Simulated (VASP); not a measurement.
# Ba2N in VASP: notebook

Ba2N is run at these levels: PBEsol+D3(BJ); tasks: single point.

Program: VASP 6.6.1. These are calculated values, not measurements. Logs are shortened: lines on timing, memory, paths and dates and some standing lists are left out, and cuts for length are marked.

## (1) The cell of the first run

The cell holds a slab with vacuum, 3 atoms: a = 4.029 Å, b = 4.029 Å, c = 21.976 Å, α = 90.00°, β = 90.00°, γ = 60.00°.

## (2) Single point, PBEsol+D3(BJ)

Input file INCAR:

```
PREC = Accurate ; ENCUT = 520
EDIFF = 1E-6 ; ISMEAR = 1
SIGMA = 0.05 ; LREAL = False
LASPH = True ; NELM = 80
ALGO = Normal ; ISIF = 2
LWAVE = False ; LCHARG = False
LDIPOL = True ; IDIPOL = 3
DIPOL = 0.5 0.5 0.477 ; GGA = PS
IVDW = 12 ; NBANDS = 20
```

Input file KPOINTS:

```
Automatic mesh
0
Gamma
  5 5 1
```

Input file POSCAR:

```
Ba2N
1.0
    4.0290004011      0.0000000000      0.0000000000
    2.0145002005      3.4892166992      0.0000000000
    0.0000000000      0.0000000000     21.9755896322
Ba N
2 1
Direct
    1.0000000000      1.0000000000      0.6359597110
    0.6666666667      0.6666666667      0.4322710052
    0.0000000000      0.0000000000      0.3640402890
```

Potentials or basis: VASP PAW PBE potentials, release 64 (Ba_sv, N).

The run is started by

```
$ cat potpaw_PBE.64/Ba_sv/POTCAR potpaw_PBE.64/N/POTCAR > POTCAR
$ mpirun -np 1 vasp_std > vasp.out
```

OUTCAR:

```text
PREC = Accurate
   ENCUT = 520
   EDIFF = 1E-6
   ISMEAR = 1
   LREAL = False
   LASPH = True
   NELM = 80
   ISIF = 2
   GGA = PS
   IVDW = 12
 IVDW          = 12

 ion  position               nearest neighbor table
   1  0.000  0.000  0.636-
   2  0.667  0.667  0.432-   3 2.77   3 2.77   3 2.77
   3  0.000  0.000  0.364-   2 2.77   2 2.77   2 2.77

  LATTYP: Found a hexagonal cell.
 ALAT       =     4.0290004011
 C/A-ratio  =     5.4543528033

  Lattice vectors:

 A1 = (  -2.0145002005,  -3.4892166992,   0.0000000000)
 A2 = (   4.0290004011,   0.0000000000,   0.0000000000)
 A3 = (   0.0000000000,   0.0000000000,  21.9755896322)

Analysis of symmetry for initial positions (statically):
=====================================================================
 Subroutine PRICEL returns:
 Original cell was already a primitive cell.

 Routine SETGRP: Setting up the symmetry group for a
 hexagonal supercell.

 Subroutine GETGRP returns: Found  6 space group operations
 (whereof  6 operations were pure point group operations)
 out of a pool of 24 trial point group operations.

The static configuration has the point symmetry C_3v.

Analysis of symmetry for dynamics (positions and initial velocities):
=====================================================================
 Subroutine PRICEL returns:
 Original cell was already a primitive cell.

 Routine SETGRP: Setting up the symmetry group for a
 hexagonal supercell.

 Subroutine GETGRP returns: Found  6 space group operations
 (whereof  6 operations were pure point group operations)
 out of a pool of 24 trial point group operations.

The dynamic configuration has the point symmetry C_3v.

 Subroutine INISYM returns: Found  6 space group operations
 (whereof  6 operations are pure point group operations),
 and found     1 'primitive' translations

----------------------------------------------------------------------------------------

                                     Primitive cell

  volume of cell :     308.9341

  direct lattice vectors                    reciprocal lattice vectors
     4.029000401  0.000000000  0.000000000     0.248200521 -0.143298638  0.000000000
     2.014500201  3.489216699  0.000000000     0.000000000  0.286597276  0.000000000
     0.000000000  0.000000000 21.975589632     0.000000000  0.000000000  0.045505036

  length of vectors
     4.029000401  4.029000401 21.975589632     0.286597276  0.286597276  0.045505036

  position of ions in fractional coordinates (direct lattice)
     0.000000000  0.000000000  0.635959711
     0.666666667  0.666666667  0.432271005
     0.000000000  0.000000000  0.364040289

  ion indices of the primitive-cell ions
   primitive index   ion index
                 1           1
                 2           2
                 3           3

----------------------------------------------------------------------------------------

 KPOINTS: Automatic mesh

Automatic generation of k-mesh.
 Grid dimensions read from file:
 generate k-points for:    5    5    1

 Generating k-lattice:

  Cartesian coordinates                     Fractional coordinates (reciprocal lattice)
     0.049640104 -0.028659728  0.000000000     0.200000000  0.000000000  0.000000000
     0.000000000  0.057319455  0.000000000     0.000000000  0.200000000  0.000000000
     0.000000000  0.000000000  0.045505036     0.000000000  0.000000000  1.000000000

  Length of vectors
     0.057319455  0.057319455  0.045505036

  Shift w.r.t. Gamma in fractional coordinates (k-lattice)
     0.000000000  0.000000000  0.000000000

 Subroutine IBZKPT returns following result:
 ===========================================

 Found      5 irreducible k-points:

 Following reciprocal coordinates:
            Coordinates               Weight
  0.000000  0.000000  0.000000      1.000000
  0.200000 -0.000000  0.000000      6.000000
  0.400000 -0.000000  0.000000      6.000000
  0.400000  0.200000  0.000000      6.000000
 -0.400000  0.200000  0.000000      6.000000
   k-points           NKPTS =      5   k-points in BZ     NKDIM =      5   number of bands    NBANDS=     20
   number of dos      NEDOS =    301   number of ions     NIONS =      3
   total plane-waves  NPLWV = 151200
   dimension x,y,z NGX =    30 NGY =   30 NGZ =  168
   dimension x,y,z NGXF=    60 NGYF=   60 NGZF=  336
   ions per type =               2   1
   NGX,Y,Z   is equivalent  to a cutoff of  12.38, 12.38, 12.71 a.u.
   NGXF,Y,Z  is equivalent  to a cutoff of  24.76, 24.76, 25.42 a.u.
 SYSTEM =  unknown system
   PREC   = accura    normal or accurate (medium, high low for compatibility)
   ISTART =      0    job   : 0-new  1-cont  2-samecut
   ICHARG =      2    charge: 1-file 2-atom 10-const
   ISPIN  =      1    spin polarized calculation?
   LNONCOLLINEAR =      F non collinear calculations
   LSORBIT =      F    spin-orbit coupling
   LASPH  =      T    aspherical Exc in radial PAW
[... 18 lines left out ...]
   EFERMI_NEDOS =   21; number of points for ismear=-14 and -15
   IALGO  =     38    algorithm
   IMIX   =      4    mixing-type and parameters
     AMIX     =   0.40;   BMIX     =  1.00
     AMIX_MAG =   1.60;   BMIX_MAG =  1.00
  volume/ion in A,a.u.               =     102.98       694.93
  Fermi-wavevector in a.u.,A,eV,Ry     =   0.708108  1.338130  6.822194  0.501417
  Thomas-Fermi vector in A             =   1.794336
   LORBIT       =      0    0 simple, 1 ext, 2 COOP (PROOUT), +10 PAW based schemes
   GGA     = PS    functional components
   LHFCALC =     F    Hartree Fock is set to
   AEXX    =    0.0000 exact exchange contribution
   IVDW    =    12    specifies the selected vdW correction
   LEPSILON=     F    determine dielectric tensor
   LRPA    =     F    only Hartree local field effects (RPA)
 non-spin polarized calculation
 Methfessel and Paxton  Order N= 1 SIGMA  =   0.05
  energy-cutoff  :      520.00
  volume of cell :      308.93
 maximum number of plane-waves:      8367
 NGX is ok and might be reduce to    30

 number of electron      25.0000001 magnetization

 dipolmoment           0.000000      0.000000     -0.354016 electrons x Angstroem

 Free energy of the ion-electron system (eV)
  ---------------------------------------------------
  ext. energy  EPLUGINS =         0.00000000
  ---------------------------------------------------
  free energy    TOTEN  =        -9.28122556 eV

  energy without entropy =       -9.27164261  energy(sigma->0) =       -9.27803124

 E-fermi :  -2.6551     XC(G=0):  -3.7577

 val. band max:       -2.6755217866   @ k =   0.4000   0.2000   0.0000
 cond. band min:      -2.6515429490   @ k =   0.4000  -0.0000   0.0000
 fundamental gap:      0.0239788376
 Fermi energy:        -2.6550720586

 k-point     1 :       0.0000    0.0000    0.0000
  band No.  band energies     occupation
      1     -31.7381      2.00000
      2     -29.7724      2.00000
      3     -16.9888      2.00000
      4     -16.4526      2.00000
      5     -16.4526      2.00000
      6     -15.5078      2.00000
[... 12 lines left out ...]
     19       0.4149      0.00000
     20       1.3634      0.00000

 k-point     2 :       0.2000   -0.0000    0.0000
  band No.  band energies     occupation
      1     -31.7054      2.00000
      2     -29.7357      2.00000
      3     -16.9396      2.00000
      4     -16.7763      2.00000
      5     -16.5243      2.00000
      6     -15.5057      2.00000
[... 12 lines left out ...]
     19       0.3355      0.00000
     20       0.9146      0.00000

 k-point     3 :       0.4000   -0.0000    0.0000
  band No.  band energies     occupation
      1     -31.6518      2.00000
      2     -29.6751      2.00000
      3     -17.2502      2.00000
      4     -16.8582      2.00000
      5     -16.6363      2.00000
      6     -15.8607      2.00000
[... 12 lines left out ...]
     19       0.5521      0.00000
     20       1.3487      0.00000

 k-point     4 :       0.4000    0.2000    0.0000
  band No.  band energies     occupation
      1     -31.6621      2.00000
      2     -29.6868      2.00000
      3     -17.0860      2.00000
      4     -16.8740      2.00000
      5     -16.7051      2.00000
      6     -15.7015      2.00000
[... 12 lines left out ...]
     19       0.2327      0.00000
     20       1.3750      0.00000

 k-point     5 :      -0.4000    0.2000    0.0000
  band No.  band energies     occupation
      1     -31.6351      2.00000
      2     -29.6562      2.00000
      3     -17.2273      2.00000
      4     -16.8579      2.00000
      5     -16.8327      2.00000
      6     -15.8476      2.00000
[... 12 lines left out ...]
     19       0.5150      0.00000
     20       1.5872      0.00000

------------------------ aborting loop because EDIFF is reached ----------------------------------------

 vacuum level on the upper side and lower side of the slab       (xc-potential included)        -2.407         2.084

 Edisp (eV)   -0.39171

 E8    (eV) :    -0.3039

  FORCE on cell =-STRESS in cart. coord.  units (eV):
  Direction    XX          YY          ZZ          XY          YZ          ZX
  --------------------------------------------------------------------------------------
  -------------------------------------------------------------------------------------
  Total      -0.47988    -0.47988    -4.89902     0.00000     0.00000     0.00000
  in kB      -2.48871    -2.48871   -25.40705     0.00000     0.00000     0.00000
  external pressure =      -10.13 kB  Pullay stress =        0.00 kB

 VOLUME and BASIS-vectors are now :
 -----------------------------------------------------------------------------
  energy-cutoff  :      520.00
  volume of cell :      308.93
      direct lattice vectors                 reciprocal lattice vectors
     4.029000401  0.000000000  0.000000000     0.248200521 -0.143298638  0.000000000
     2.014500201  3.489216699  0.000000000     0.000000000  0.286597276  0.000000000
     0.000000000  0.000000000 21.975589632     0.000000000  0.000000000  0.045505036

 POSITION                                       TOTAL-FORCE (eV/Angst)
 -----------------------------------------------------------------------------------
      0.00000      0.00000     13.97559        -0.000000     -0.000000     -0.212727
      4.02900      2.32614      9.49941         0.000000      0.000000     -2.408370
      0.00000      0.00000      8.00000        -0.000000     -0.000000      2.621097
 -----------------------------------------------------------------------------------
    total drift:                               -0.000000     -0.000000      0.003675

  FREE ENERGIE OF THE ION-ELECTRON SYSTEM (eV)
  ---------------------------------------------------
  free  energy   TOTEN  =        -9.6729388938 eV

  energy  without entropy=       -9.6633559481  energy(sigma->0) =       -9.66974458

 vacuum level on the upper side and lower side of the slab        -0.121         4.481
```

Run time: 3.9 min. Hardware: 1 thread of Intel Xeon Platinum 8259CL at 2.50GHz (Skylake/Cascade Lake), shared host; peak memory 0.41 GiB.

What came out:

```
Free energy                : -9.6729 eV
Largest force              : 2.621 eV/Å
Dispersion energy per atom : -0.131 eV
```

Forces in eV/Å, atoms in the order of the input:
```
Ba   0.000  0.000 -0.213
Ba   0.000  0.000 -2.408
N    0.000  0.000  2.621
```

Levels at points of the mesh, in eV from the Fermi level:
| k point | band 10 | band 11 | band 12 | band 13 | band 14 | band 15 | band 16 | band 17 |
| --- | --- | --- | --- | --- | --- | --- | --- | --- |
| (0.00, 0.00, 0.00) | -2.26 | -0.98 | -0.14 | -0.14 | 0.01 | 0.43 | 1.92 | 1.92 |

Caveat: the k points lie up to 0.36 Å⁻¹ apart; the PAW data sets were made with another functional, which shifts forces and pressure a little; spin-orbit coupling is left out, which moves the levels of the heavy elements.

## (3) Single point, PBEsol+D3(BJ)

This run uses another cell than the first one: it holds 6 atoms, not 3.

Input file INCAR:

```
SYSTEM = Ba2N
PREC = Accurate
ENCUT = 520
EDIFF = 1E-7
ISMEAR = 1
SIGMA = 0.05
LREAL = .FALSE.
LASPH = .TRUE.
NELM = 80
ALGO = Normal
ISIF = 2
LWAVE = .FALSE.
LCHARG = .FALSE.
LDIPOL = .TRUE.
IDIPOL = 3
DIPOL = 0.5 0.5 0.483
GGA = PS
IVDW = 12
NBANDS = 34
```

Input file KPOINTS:

```
Automatic mesh
0
G
  5 5 1
  0 0 0
```

Input file POSCAR:

```
Ba2N
1.0
    4.0290004011      0.0000000000      0.0000000000
    2.0145002005      3.4892166992      0.0000000000
    0.0000000000      0.0000000000     29.4505894847
Ba N
4 2
Direct
    1.0000000000      1.0000000000      0.4745436297
    0.6666666667      0.6666666667      0.3225541623
    0.6666666667      0.6666666667      0.7283585782
    0.3333333333      0.3333333333      0.5763691108
    0.0000000000      0.0000000000      0.2716414218
    0.6666666667      0.6666666667      0.5254563703
```

Potentials or basis: VASP PAW PBE potentials, release 64 (Ba_sv, N).

The run is started by

```
$ cat potpaw_PBE.64/Ba_sv/POTCAR potpaw_PBE.64/N/POTCAR > POTCAR
$ mpirun -np 1 vasp_std > vasp.out
```

Wall time 7.5 min (1 thread of Intel Xeon Platinum 8259CL at 2.50GHz (Skylake/Cascade Lake), shared host); peak memory 0.48 GiB.

The run converged. Its results:

```
Free energy                : -24.6980 eV
Largest force              : 2.680 eV/Å
Band gap on the k mesh     : zero (band 25 reaches -1.27 eV, above the bottom of band 26 at -1.47 eV)
Dispersion energy per atom : -0.186 eV
```

Forces in eV/Å, atoms in the order of the input:
```
Ba   0.000  0.000  0.182
Ba   0.000  0.000 -2.571
Ba   0.000  0.000 -0.172
Ba   0.000  0.000  0.056
N    0.000  0.000  2.680
N    0.000  0.000 -0.175
```

Levels at points of the mesh, in eV from the Fermi level:
```csv
k point,band 22,band 23,band 24,band 25,band 26,band 27,band 28,band 29
"(0.00, 0.00, 0.00)",-1.97,-1.32,-0.71,-0.27,-0.15,-0.15,0.35,1.14
```

Caveat: the k points lie up to 0.36 Å⁻¹ apart; the PAW data sets were made with another functional, which shifts forces and pressure a little; spin-orbit coupling is left out, which moves the levels of the heavy elements.

## (4) Single point, PBEsol+D3(BJ)

This run uses another cell than the first one: it holds 9 atoms, not 3.

Input file INCAR:

```
ALGO     = Normal         # electronic algorithm
DIPOL    = 0.5 0.5 0.487
EDIFF    = 1E-6           # SCF threshold, eV
ENCUT    = 520            # plane-wave cutoff, eV
GGA      = PS             # functional
IDIPOL   = 3            
ISIF     = 2              # what is computed and relaxed
ISMEAR   = 1              # smearing method
IVDW     = 12             # dispersion correction
LASPH    = T              # aspherical terms in the spheres
LCHARG   = F              # write CHGCAR
LDIPOL   = T            
LREAL    = F              # projectors in reciprocal space
LWAVE    = F              # write WAVECAR
NBANDS   = 48             # bands
NELM     = 80             # most SCF steps
PREC     = Accurate       # precision mode
SIGMA    = 0.05           # smearing width, eV
```

Input file KPOINTS:

```
k-points
0
Gamma
  5 5 1
```

Input file POSCAR:

```
Ba2N
1.0
    4.0290004011      0.0000000000      0.0000000000
    2.0145002005      3.4892166992      0.0000000000
    0.0000000000      0.0000000000     36.9255893373
Ba N
6 3
Direct
    1.0000000000      0.0000000000      0.3784797990
    0.6666666667      0.6666666667      0.2572581885
    0.6666666667      0.6666666667      0.5809139372
    0.3333333333      0.3333333333      0.4596923266
    0.3333333333      0.3333333333      0.7833480753
    1.0000000000      1.0000000000      0.6621264647
    0.0000000000      0.0000000000      0.2166519247
    0.6666666667      0.6666666667      0.4190860628
    0.3333333333      0.3333333333      0.6215202010
```

The run is started by

```
$ cat potpaw_PBE.64/Ba_sv/POTCAR potpaw_PBE.64/N/POTCAR > POTCAR
$ mpirun -np 1 vasp_std > vasp.out
```

Wall time 16 min (1 thread of Intel Xeon Platinum 8259CL at 2.50GHz (Skylake/Cascade Lake), shared host); peak memory 0.59 GiB.

The run converged. Its results:

```yaml
Free_energy: -39.6860 eV
Largest_force: 2.660 eV/Å
Dispersion_energy_per_atom: -0.206 eV
```

Forces in eV/Å, atoms in the order of the input:
```
Ba   0.000  0.000  0.187
Ba   0.000  0.000 -2.553
Ba   0.000  0.000  0.240
Ba   0.000  0.000 -0.162
Ba   0.000  0.000 -0.162
Ba   0.000  0.000  0.017
N    0.000  0.000  2.660
N    0.000  0.000 -0.046
N    0.000  0.000 -0.181
```

Levels at points of the mesh, in eV from the Fermi level:
```csv
k point,band 34,band 35,band 36,band 37,band 38,band 39,band 40,band 41,band 42,band 43
"(0.00, 0.00, 0.00)",-1.85,-1.43,-1.13,-0.55,-0.30,-0.14,-0.14,0.42,0.84,1.44
```

Caveat: the k points lie up to 0.36 Å⁻¹ apart; the PAW data sets were made with another functional, which shifts forces and pressure a little; spin-orbit coupling is left out, which moves the levels of the heavy elements.

## (5) Single point, PBEsol+D3(BJ)

This run uses another cell than the first one: it holds 12 atoms, not 3.

Input file INCAR:

```
PREC = Accurate ; ENCUT = 520
EDIFF = 1E-6 ; ISMEAR = 1
SIGMA = 0.05 ; LREAL = F
LASPH = T ; NELM = 100
ALGO = Normal ; ISIF = 2
LWAVE = F ; LCHARG = F
LDIPOL = T ; IDIPOL = 3
DIPOL = 0.5 0.5 0.489 ; GGA = PS
IVDW = 12 ; NBANDS = 62
```

Input file KPOINTS:

```
regular mesh
0
Gamma
  5 5 1
```

Input file POSCAR:

```
Ba2N
1.0
    4.0290004011      0.0000000000      0.0000000000
    2.0145002005      3.4892166992      0.0000000000
    0.0000000000      0.0000000000     44.4005891899
Ba N
8 4
Direct
    1.0000000000      1.0000000000      0.3147613554
    0.6666666667      0.6666666667      0.2139478415
    0.6666666667      0.6666666667      0.4831149738
    0.3333333333      0.3333333333      0.3823014600
    0.3333333333      0.3333333333      0.6514685923
    1.0000000000      1.0000000000      0.5506550785
    0.0000000000      1.0000000000      0.8198222108
    0.6666666667      0.6666666667      0.7190086970
    0.0000000000      0.0000000000      0.1801777892
    0.6666666667      0.6666666667      0.3485314077
    0.3333333333      0.3333333333      0.5168850262
    0.0000000000      1.0000000000      0.6852386446
```

The run is started by

```
$ cat potpaw_PBE.64/Ba_sv/POTCAR potpaw_PBE.64/N/POTCAR > POTCAR
$ mpirun -np 1 vasp_std > vasp.out
```

It took 22 min on 1 thread of Intel Xeon Platinum 8259CL at 2.50GHz (Skylake/Cascade Lake), shared host; peak memory 0.69 GiB.

It converged, with:

| Item | Value |
| --- | --- |
| Free energy | -54.6812 eV |
| Largest force | 2.660 eV/Å |
| Band gap on the k mesh | zero (band 50 reaches 0.19 eV, above the bottom of band 51 at -0.40 eV) |
| Dispersion energy per atom | -0.216 eV |

Forces in eV/Å, atoms in the order of the input:
```
Ba   0.000  0.000  0.187
Ba   0.000  0.000 -2.552
Ba   0.000  0.000  0.186
Ba   0.000  0.000 -0.154
Ba   0.000  0.000  0.241
Ba   0.000  0.000 -0.192
Ba   0.000  0.000 -0.163
Ba   0.000  0.000  0.014
N    0.000  0.000  2.660
N    0.000  0.000 -0.043
N    0.000  0.000 -0.007
N    0.000  0.000 -0.177
```

Levels at points of the mesh, in eV from the Fermi level:
```
           k point  band 48  band 49  band 50  band 51  band 52  band 53
(0.00, 0.00, 0.00)    -1.28    -1.01    -0.51    -0.33    -0.14    -0.14
```

Caveat: the k points lie up to 0.36 Å⁻¹ apart; the PAW data sets were made with another functional, which shifts forces and pressure a little; spin-orbit coupling is left out, which moves the levels of the heavy elements.

## (6) Summary

```csv
cell,gap on the mesh (eV),largest force (eV/Å)
"a = 4.029, b = 4.029, c = 21.976 Å, angles 90.0, 90.0, 60.0°, 3 atoms",none,2.62
"a = 4.029, b = 4.029, c = 29.451 Å, angles 90.0, 90.0, 60.0°, 6 atoms",none,2.68
"a = 4.029, b = 4.029, c = 36.926 Å, angles 90.0, 90.0, 60.0°, 9 atoms",none,2.66
"a = 4.029, b = 4.029, c = 44.401 Å, angles 90.0, 90.0, 60.0°, 12 atoms",none,2.66
```

Alike in all rows: task single point; level PBEsol+D3(BJ); potentials or basis VASP PAW PBE potentials, release 64 (Ba_sv, N); no spin polarisation; k mesh 5 × 5 × 1; cutoff (eV) 520; smearing methfessel-paxton 0.05 eV.

Caveats: all runs use coarse meshes; the PAW data sets were made with another functional, which shifts forces and pressure a little; spin-orbit coupling is left out, which moves the levels of the heavy elements.

Total energies depend on the potentials used, so only differences within one code and one set of settings carry meaning.
